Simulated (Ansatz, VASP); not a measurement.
**BaHfO3: VASP beside Ansatz**

```
Hf Ba O
1.0
     4.16957    0.00000    0.00000
     0.00000    4.16957    0.00000
     0.00000    0.00000    4.17038
Hf Ba O
1 1 3
Cartesian
  0.0000 0.0000 2.0763
  2.0848 2.0848 4.1555
  0.0000 0.0000 4.1618
  2.0848 0.0000 2.0806
  0.0000 2.0848 2.0806
```

Alike in both runs: task single point; functional PBE; k mesh 7 × 7 × 7; occupations fermi-dirac, width 0.05 eV; no spin polarisation.

|  | VASP | Ansatz |
| --- | --- | --- |
| version | VASP 6.6.1 | Ansatz 0.2.0 |
| potentials or method | VASP PAW PBE potentials, release 64 (Hf_pv, Ba_sv, O) | Ansatz PAW |
| plane-wave cutoff (eV) | 520 | 420 |
| valence electrons in the cell | 38 | 54 |

Ansatz gave:

```
gap on the k mesh at the Fermi level (eV) : 3.73
least direct gap on the mesh (eV)         : 3.78
pressure (GPa)                            : 4.3
rms of the force components (eV/Å)        : 0.009
```

Task: Which values does VASP return?

Result: gap on the k mesh at the Fermi level (eV): 3.64; least direct gap on the mesh (eV): 3.80; pressure (GPa): 3.8; rms of the force components (eV/Å): 0.010.

Atom by atom the forces differ by 0.002 eV/Å (rms over components). VASP's potentials hold 38 valence electrons a cell and Ansatz's 54, so a difference there can come from the potentials and not from the codes.

Neither program's run includes spin-orbit coupling. Noted on Ansatz's run: odd divisions of the mesh miss points on the zone boundary, where band edges often lie, so the gap on the mesh can be too wide.
